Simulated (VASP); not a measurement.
The system is Cd.

```xyz
2
Lattice="2.9789 0.0000 0.0000 -1.4894 2.5798 0.0000 0.0000 0.0000 5.6177" Properties=species:S:1:pos:R:3 pbc="T T T"
Cd    0.0000    1.7199    1.4044
Cd    1.4894    0.8599    4.2132
```

- Program: VASP 6.6.1
- Task: relaxation of cell and atoms
- Functional: LDA
- Potentials or basis: VASP PAW LDA potentials, release 64 (Cd)
- Cutoff: 600 eV
- k mesh: 18 × 18 × 8
- Occupations: fermi-dirac, width 0.05 eV
- Spin: no spin polarisation

At the start: pressure -4.0 GPa; volume 21.59 Å³/atom.

Q: Where does the relaxation end?

A: Over 23 steps the energy falls by 19.0 meV/atom and the volume is 20.23 Å³/atom (-6.3 %); space group P6_3/mmc (No. 194, to 0.1 Å) before and after.

Step by step:
```csv
step,energy change (eV),largest force (eV/Å),pressure (GPa),volume (Å³)
1,0.0000,0.0000,-4.02,43.17
2,-0.0357,0.0000,1.20,39.87
3,-0.0380,0.0000,0.00,40.47
4,-0.0380,0.0000,-0.07,40.52
5,-0.0380,0.0000,-0.11,40.52
6,-0.0380,0.0000,-0.07,40.51
7,-0.0380,0.0000,-0.08,40.51
8,-0.0380,0.0000,-0.08,40.50
9,-0.0380,0.0000,-0.02,40.47
10,-0.0380,0.0000,-0.01,40.46
11,-0.0380,0.0000,-0.02,40.46
12,-0.0380,0.0000,0.02,40.45
13,-0.0380,0.0000,0.02,40.45
14,-0.0380,0.0000,0.00,40.46
15,-0.0380,0.0000,0.00,40.47
16,-0.0380,0.0000,-0.03,40.47
17,-0.0380,0.0000,-0.02,40.47
18,-0.0380,0.0000,-0.03,40.47
19,-0.0380,0.0000,-0.02,40.47
20,-0.0380,0.0000,-0.02,40.46
21,-0.0380,0.0000,0.01,40.44
22,-0.0380,0.0000,0.02,40.44
23,-0.0380,0.0000,0.01,40.45
```

Final structure:
```
Cd
1.0
     2.90860    0.00000    0.00000
    -1.45430    2.51893    0.00000
     0.00000    0.00000    5.52123
Cd
2
Direct
  0.33333 0.66667 0.25000
  0.66667 0.33333 0.75000
```
